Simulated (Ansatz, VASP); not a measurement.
Two plane-wave programs on MgGaC4N4

```xyz
10
Lattice="5.9799 0.0000 0.0000 0.0000 5.9799 0.0000 0.0000 0.0000 5.9799" Properties=species:S:1:pos:R:3 pbc="T T T"
Mg    2.9899    2.9899    2.9899
Ga    0.0000    0.0000    0.0000
C     1.1349    1.1349    1.1349
C     1.1349    4.8449    4.8449
C     4.8449    1.1349    4.8449
C     4.8449    4.8449    1.1349
N     1.8116    1.8116    1.8116
N     1.8116    4.1682    4.1682
N     4.1682    1.8116    4.1682
N     4.1682    4.1682    1.8116
```

Alike in both runs: functional PBE; k mesh 4 × 4 × 4; occupations gaussian, width 0.1 eV; no spin polarisation.

Ansatz relaxed the structure, and its values are those at the end. VASP's run is a single point on that final structure, the one shown.

|  | VASP | Ansatz |
| --- | --- | --- |
| version | VASP 6.6.1 | Ansatz 0.2.0 |
| potentials or method | VASP PAW PBE potentials, release 64 (Mg_sv, Ga_d, C, N), cutoff 750 eV | scalar-relativistic, plane waves, PAW |
| valence electrons in the cell | 59 | 59 |

|  | VASP | Ansatz | Ansatz less VASP |
| --- | --- | --- | --- |
| gap on the k mesh at the Fermi level (eV) | none | none | - |
| pressure (GPa) | 0.4 | 0.2 | -0.21 |
| rms of the force components (eV/Å) | 0.171 | 0.022 | -0.1487 |

A gap of «none» marks a metal or a gap that the smearing closes. One of these differences is far larger than is usual between the two programs; its cause wasn't traced. With one functional, cell and mesh, what is left measures potentials, basis and numerics.

Noted on VASP's run: the standard files for N, O and F lose accuracy on very short bonds.
